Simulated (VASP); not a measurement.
# TiO2 (scan) (I4_1/amd) in VASP: single point with r2SCAN

Aim: the single point of TiO2 (scan) with r2SCAN.

Program: VASP 6.6.1. These are calculated values, not measurements. Logs are shortened: lines on timing, memory, paths and dates and some standing lists are left out, and cuts for length are marked.

## (1) The cell of the first run

Symmetry: I4_1/amd, No. 141, tetragonal system. The conventional cell has a = 3.799 Å, b = 3.799 Å, c = 9.700 Å, α = 90.00°, β = 90.00°, γ = 90.00°. Ti (site symmetry -4m2) has 6 O at 1.95 to 2.00 Å within 2.6 Å. O (site symmetry 2mm) has 3 Ti at 1.95 to 2.00 Å and 2 O at 2.47 Å within 2.6 Å.

## (2) Single point, r2SCAN

The input, POSCAR:

```
TiO2
1.0
   -1.8994484773      1.8994484773      4.8498387184
    1.8994484773     -1.8994484773      4.8498387184
    1.8994484773      1.8994484773     -4.8498387184
Ti O
2 4
Direct
    0.0000000000      0.0000000000      0.0000000000
    0.7500000000      0.2500000000      0.5000000000
    0.9564669609      0.4564669609      0.5000000000
    0.2064669609      0.2064669609      0.0000000000
    0.5435330391      0.0435330391      0.5000000000
    0.7935330391      0.7935330391      0.0000000000
```

The input, INCAR.step1:

```
SYSTEM = TiO2
PREC = Accurate
ENCUT = 520
ISMEAR = 0
SIGMA = 0.02
LREAL = .FALSE.
LASPH = .TRUE.
NELM = 100
NBANDS = 33
GGA = PE
ALGO = Normal
EDIFF = 1E-4
LWAVE = .TRUE.
LCHARG = .FALSE.
```

The input, INCAR.step2:

```
SYSTEM = TiO2
PREC = Accurate
ENCUT = 520
EDIFF = 1E-6
ISMEAR = 0
SIGMA = 0.02
LREAL = .FALSE.
LASPH = .TRUE.
NELM = 100
ALGO = Normal
ISIF = 2
LWAVE = .FALSE.
LCHARG = .FALSE.
METAGGA = R2SCAN
LMIXTAU = .TRUE.
NBANDS = 33
ISTART = 1
```

The input, KPOINTS:

```
regular mesh
0
G
  10 10 10
  0 0 0
```

Potentials or basis: VASP PAW PBE potentials, release 64 (Ti_sv, O).

The run is started by

```
cat potpaw_PBE.64/Ti_sv/POTCAR potpaw_PBE.64/O/POTCAR > POTCAR
cp INCAR.step1 INCAR
mpirun -np 1 vasp_std > vasp.out
cp INCAR.step2 INCAR
mpirun -np 1 vasp_std > vasp.out
```

OUTCAR:

```text
SYSTEM = TiO2
   PREC = Accurate
   ENCUT = 520
   EDIFF = 1E-6
   ISMEAR = 0
   LREAL = .FALSE.
   LASPH = .TRUE.
   NELM = 100
   ISIF = 2
   METAGGA = R2SCAN
   ISTART = 1

 ion  position               nearest neighbor table
   1  0.000  0.000  0.000-   5 1.95   3 1.95   5 1.95   3 1.95   4 2.00   6 2.00
   2  0.750  0.250  0.500-   6 1.95   4 1.95   6 1.95   4 1.95   3 2.00   5 2.00
   3  0.956  0.456  0.500-   1 1.95   1 1.95   2 2.00
   4  0.206  0.206  0.000-   2 1.95   2 1.95   1 2.00
   5  0.544  0.044  0.500-   1 1.95   1 1.95   2 2.00
   6  0.794  0.794  0.000-   2 1.95   2 1.95   1 2.00

  LATTYP: Found a body centered tetragonal cell.
 ALAT       =     3.7988969546
 C/A-ratio  =     2.5532878498

  Lattice vectors:

 A1 = (  -1.8994484773,   1.8994484773,   4.8498387184)
 A2 = (   1.8994484773,  -1.8994484773,   4.8498387184)
 A3 = (   1.8994484773,   1.8994484773,  -4.8498387184)

Analysis of symmetry for initial positions (statically):
=====================================================================
 Subroutine PRICEL returns:
 Original cell was already a primitive cell.

 Routine SETGRP: Setting up the symmetry group for a
 body centered tetragonal supercell.

 Subroutine GETGRP returns: Found 16 space group operations
 (whereof  8 operations were pure point group operations)
 out of a pool of 16 trial point group operations.

The static configuration has the point symmetry D_2d.
 The point group associated with its full space group is D_4h.

Analysis of symmetry for dynamics (positions and initial velocities):
=====================================================================
 Subroutine PRICEL returns:
 Original cell was already a primitive cell.

 Routine SETGRP: Setting up the symmetry group for a
 body centered tetragonal supercell.

 Subroutine GETGRP returns: Found 16 space group operations
 (whereof  8 operations were pure point group operations)
 out of a pool of 16 trial point group operations.

The dynamic configuration has the point symmetry D_2d.
 The point group associated with its full space group is D_4h.

 Subroutine INISYM returns: Found 16 space group operations
 (whereof  8 operations are pure point group operations),
 and found     1 'primitive' translations

----------------------------------------------------------------------------------------

                                     Primitive cell

  volume of cell :      69.9910

  direct lattice vectors                    reciprocal lattice vectors
    -1.899448477  1.899448477  4.849838718     0.000000000  0.263234305  0.103096212
     1.899448477 -1.899448477  4.849838718     0.263234305  0.000000000  0.103096212
     1.899448477  1.899448477 -4.849838718     0.263234305  0.263234305  0.000000000

  length of vectors
     5.544072928  5.544072928  5.544072928     0.282703251  0.282703251  0.372269524

  position of ions in fractional coordinates (direct lattice)
     0.000000000  0.000000000  0.000000000
     0.750000000  0.250000000  0.500000000
     0.956466961  0.456466961  0.500000000
     0.206466961  0.206466961  0.000000000
     0.543533039  0.043533039  0.500000000
     0.793533039  0.793533039  0.000000000

  ion indices of the primitive-cell ions
   primitive index   ion index
                 1           1
                 2           2
                 3           3
                 4           4
                 5           5
                 6           6

----------------------------------------------------------------------------------------

 KPOINTS: regular mesh

Automatic generation of k-mesh.
 Grid dimensions read from file:
 generate k-points for:   10   10   10

 Generating k-lattice:

  Cartesian coordinates                     Fractional coordinates (reciprocal lattice)
     0.000000000  0.026323431  0.010309621     0.100000000  0.000000000  0.000000000
     0.026323431  0.000000000  0.010309621     0.000000000  0.100000000  0.000000000
     0.026323431  0.026323431  0.000000000     0.000000000  0.000000000  0.100000000

  Length of vectors
     0.028270325  0.028270325  0.037226952

  Shift w.r.t. Gamma in fractional coordinates (k-lattice)
     0.000000000  0.000000000  0.000000000

 Subroutine IBZKPT returns following result:
 ===========================================

 Found    102 irreducible k-points:

 Following reciprocal coordinates:
            Coordinates               Weight
  0.000000  0.000000  0.000000      1.000000
  0.100000 -0.000000  0.000000      8.000000
  0.200000 -0.000000  0.000000      8.000000
  0.300000  0.000000 -0.000000      8.000000
  0.400000  0.000000 -0.000000      8.000000
  0.500000  0.000000 -0.000000      4.000000
[... 16 lines left out ...]
  0.300000  0.300000 -0.000000      8.000000
  0.400000  0.300000 -0.000000     16.000000
 [... further k-points ...]
   k-points           NKPTS =    102   k-points in BZ     NKDIM =    102   number of bands    NBANDS=     33
   number of dos      NEDOS =    301   number of ions     NIONS =      6
   total plane-waves  NPLWV =  74088
   dimension x,y,z NGX =    42 NGY =   42 NGZ =   42
   dimension x,y,z NGXF=    84 NGYF=   84 NGZF=   84
   ions per type =               2   4
   NGX,Y,Z   is equivalent  to a cutoff of  12.59, 12.59, 12.59 a.u.
   NGXF,Y,Z  is equivalent  to a cutoff of  25.19, 25.19, 25.19 a.u.
 SYSTEM =  TiO2
   PREC   = accura    normal or accurate (medium, high low for compatibility)
   ISTART =      1    job   : 0-new  1-cont  2-samecut
   ICHARG =      0    charge: 1-file 2-atom 10-const
   ISPIN  =      1    spin polarized calculation?
   LNONCOLLINEAR =      F non collinear calculations
   LSORBIT =      F    spin-orbit coupling
   LASPH  =      T    aspherical Exc in radial PAW
   ENCUT  =  520.0 eV  38.22 Ry    6.18 a.u.  10.31 10.31 10.31*2*pi/ulx,y,z
   NELM   =    100;   NELMIN=  2; NELMDL=  0     # of ELM steps
   EDIFF  = 0.1E-05   stopping-criterion for ELM
   LREAL  =      F    real-space projection
   EDIFFG = 0.1E-04   stopping-criterion for IOM
   NSW    =      0    number of steps for IOM
   IBRION =     -1    ionic relax: 0-MD 1-quasi-New 2-CG
   NFREE  =      0    steps in history (QN), initial steepest desc. (CG)
   ISIF   =      2    stress and relaxation
   ISYM   =      2    0-nonsym 1-usesym 2-fastsym
   POTIM  = 0.5000    time-step for ionic-motion
   TEBEG  =    0.0;   TEEND  =   0.0 temperature during run
   PSTRESS=    0.0 pullay stress
   NELECT =      48.0000    total number of electrons
   NUPDOWN=      -1.0000    fix difference up-down
   EMIN   =  10.00;   EMAX   =-10.00  energy-range for DOS
   EFERMI =   0.00;   METHOD = LEGACY
   ISMEAR =     0;   SIGMA  =   0.02  broadening in eV -4-tet -1-fermi 0-gaus
   EFERMI_NEDOS =   21; number of points for ismear=-14 and -15
   IALGO  =     38    algorithm
   IMIX   =      4    mixing-type and parameters
     AMIX     =   0.40;   BMIX     =  1.00
     AMIX_MAG =   1.60;   BMIX_MAG =  1.00
  volume/ion in A,a.u.               =      11.67        78.72
  Fermi-wavevector in a.u.,A,eV,Ry     =   1.443692  2.728182 28.357886  2.084246
  Thomas-Fermi vector in A             =   2.562071
   LORBIT       =      0    0 simple, 1 ext, 2 COOP (PROOUT), +10 PAW based schemes
   METAGGA = R2SCAN    functional components
   LHFCALC =     F    Hartree Fock is set to
   AEXX    =    0.0000 exact exchange contribution
   IVDW    =     0    specifies the selected vdW correction
   LEPSILON=     F    determine dielectric tensor
   LRPA    =     F    only Hartree local field effects (RPA)
 non-spin polarized calculation
 Gauss-broadening in eV      SIGMA  =   0.02
  energy-cutoff  :      520.00
  volume of cell :       69.99
 maximum number of plane-waves:      1899
 NGX is ok and might be reduce to    42
   NGX = 21   NGY = 21   NGZ = 21

 number of electron      47.9999996 magnetization

 Free energy of the ion-electron system (eV)
  ---------------------------------------------------
  ext. energy  EPLUGINS =         0.00000000
  ---------------------------------------------------
  free energy    TOTEN  =       -69.84849834 eV

  energy without entropy =      -69.84849834  energy(sigma->0) =      -69.84849834

 E-fermi :   2.9228     XC(G=0): -11.3154

 val. band max:        2.7922136570   @ k =  -0.4000   0.4000   0.0000
 cond. band min:       5.3257542426   @ k =   0.0000   0.0000   0.0000
 fundamental gap:      2.5335405856
 Fermi energy:         2.9227914961

 k-point     1 :       0.0000    0.0000    0.0000
  band No.  band energies     occupation
      1     -55.8646      2.00000
      2     -55.8128      2.00000
      3     -31.2475      2.00000
      4     -31.0193      2.00000
      5     -31.0193      2.00000
      6     -30.9576      2.00000
[... 25 lines left out ...]
     32       8.1884      0.00000
     33       8.3271      0.00000

 k-point     2 :       0.1000   -0.0000    0.0000
  band No.  band energies     occupation
      1     -55.8635      2.00000
      2     -55.8135      2.00000
      3     -31.2450      2.00000
      4     -31.0323      2.00000
      5     -31.0201      2.00000
      6     -30.9632      2.00000
[... 25 lines left out ...]
     32       8.3733      0.00000
     33       8.6262      0.00000

 k-point     3 :       0.2000   -0.0000    0.0000
  band No.  band energies     occupation
      1     -55.8602      2.00000
      2     -55.8156      2.00000
      3     -31.2386      2.00000
      4     -31.0648      2.00000
      5     -31.0220      2.00000
      6     -30.9764      2.00000
[... 25 lines left out ...]
     32       8.7342      0.00000
     33       9.0571      0.00000

 k-point     4 :       0.3000    0.0000   -0.0000
  band No.  band energies     occupation
      1     -55.8557      2.00000
      2     -55.8187      2.00000
      3     -31.2310      2.00000
      4     -31.1037      2.00000
      5     -31.0241      2.00000
      6     -30.9895      2.00000
[... 673 lines left out ...]
     32       9.4679      0.00000
     33       9.5320      0.00000

 k-point    23 :       0.3000    0.3000   -0.0000
  band No.  band energies     occupation
      1     -55.8447      2.00000
      2     -55.8268      2.00000
      3     -31.2068      2.00000
      4     -31.1512      2.00000
      5     -31.0669      2.00000
      6     -31.0269      2.00000
[... 25 lines left out ...]
     32       9.4623      0.00000
     33      10.3079      0.00000

 k-point    24 :       0.4000    0.3000   -0.0000
  band No.  band energies     occupation
      1     -55.8414      2.00000
      2     -55.8290      2.00000
      3     -31.2098      2.00000
      4     -31.1726      2.00000
      5     -31.0697      2.00000
      6     -31.0424      2.00000
[... 25 lines left out ...]
     32       9.4679      0.00000
     33      10.3840      0.00000

 [... further k-points ...]
[... 5 lines left out ...]
  --------------------------------------------------------------------------------------
  -------------------------------------------------------------------------------------
  Total       -1.4372085     -1.4372085     -1.7436750      0.0000000      0.0000000      0.0000000
  in kB      -32.8994039    -32.8994039    -39.9147846      0.0000000      0.0000000      0.0000000
  external PRESSURE =     -35.2378642 kB  Pullay stress =       0.0000000 kB

 VOLUME and BASIS-vectors are now :
 -----------------------------------------------------------------------------
  energy-cutoff  :      520.00
  volume of cell :       69.99
      direct lattice vectors                 reciprocal lattice vectors
    -1.899448477  1.899448477  4.849838718     0.000000000  0.263234305  0.103096212
     1.899448477 -1.899448477  4.849838718     0.263234305  0.000000000  0.103096212
     1.899448477  1.899448477 -4.849838718     0.263234305  0.263234305  0.000000000

 POSITION                                       TOTAL-FORCE (eV/Angst)
 -----------------------------------------------------------------------------------
      0.00000      0.00000      0.00000         0.000000      0.000000      0.000000
      0.00000      1.89945      2.42492         0.000000      0.000000      0.000000
     -0.00000      1.89945      4.42758        -0.000000     -0.000000     -0.060100
      0.00000      0.00000      2.00266        -0.000000     -0.000000     -0.060100
      0.00000      1.89945      0.42226         0.000000      0.000000      0.060100
      0.00000      0.00000      7.69701         0.000000      0.000000      0.060100
 -----------------------------------------------------------------------------------
    total drift:                                0.000000      0.000000     -0.000000

  FREE ENERGIE OF THE ION-ELECTRON SYSTEM (eV)
  ---------------------------------------------------
  free  energy   TOTEN  =       -69.8484983427 eV

  energy  without entropy=      -69.8484983427  energy(sigma->0) =      -69.84849834
```

Wall time 17 min (1 thread of Intel Xeon Platinum 8559C (Emerald Rapids), shared host); peak memory 0.39 GiB.

What came out:

- Free energy: -69.8485 eV
- Pressure: -3.5 GPa
- Largest force: 0.060 eV/Å
- Band gap on the k mesh: 2.53 eV, indirect (least direct gap 2.84 eV)

Forces in eV/Å, atoms in the order of the input:
```
Ti   0.000  0.000  0.000
Ti   0.000  0.000  0.000
O    0.000  0.000 -0.060
O    0.000  0.000 -0.060
O    0.000  0.000  0.060
O    0.000  0.000  0.060
```

Levels at points of the mesh, in eV from the valence-band top:
```
           k point  band 20  band 21  band 22  band 23  band 24  band 25  band 26  band 27  band 28  band 29
(0.00, 0.00, 0.00)    -0.83    -0.81    -0.81    -0.43    -0.43     2.53     3.21     4.40     4.40     4.40
(0.50, 0.00, 0.00)    -1.95    -1.88    -0.90    -0.88    -0.67     3.61     3.86     3.94     3.94     4.62
(0.50, 0.50, 0.00)    -2.64    -2.01    -2.01    -0.04    -0.04     3.63     3.63     4.09     4.09     5.21
(0.50, 0.50, 0.50)    -1.38    -1.27    -1.27    -0.11    -0.11     2.86     2.86     4.13     4.13     4.67
```

Caveat: the PAW data sets were made with another functional, which shifts forces and pressure a little.
